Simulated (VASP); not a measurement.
Here is a VASP 6.6.1 calculation.

The input INCAR:

```
  ALGO = Normal
  EDIFF = 1E-6
  ENCUT = 520
  GGA = RE
  ISIF = 2
  ISMEAR = -5
  ISPIN = 2
  IVDW = 12
  LASPH = T
  LCHARG = T
  LELF = T
  LORBIT = 11
  LREAL = F
  LVHAR = T
  LWAVE = F
  MAGMOM = 0.5 0
  NBANDS = 20
  NELM = 150
  PREC = Accurate
  SIGMA = 0.05
```

KPOINTS

```
k-points
0
Gamma
  7 7 7
```

Contents of POSCAR:

```
CdTe
1.0
    0.0000000000      3.2471758892      3.2471758892
    3.2471758892      0.0000000000      3.2471758892
    3.2471758892      3.2471758892      0.0000000000
Te Cd
1 1
Direct
    0.7500000000      0.7500000000      0.7500000000
    0.0000000000      0.0000000000      0.0000000000
```

Potentials or basis: VASP PAW PBE potentials, release 64 (Te, Cd).

The run is started by

```bash
$ cat potpaw_PBE.64/Te/POTCAR potpaw_PBE.64/Cd/POTCAR > POTCAR
$ mpirun -np 1 vasp_std > vasp.out
```

Estimate the band gap on the k mesh.

0.86 eV, direct.

Predict the net moment.

0.00 μB per cell.

What does it give for the pressure?

0.0 GPa.

Estimate the dispersion energy per atom.

-0.643 eV.

Caveat: three body term missing; the PAW data sets were made with another functional, which shifts forces and pressure a little; spin-orbit coupling is left out, which moves the levels of the heavy elements.
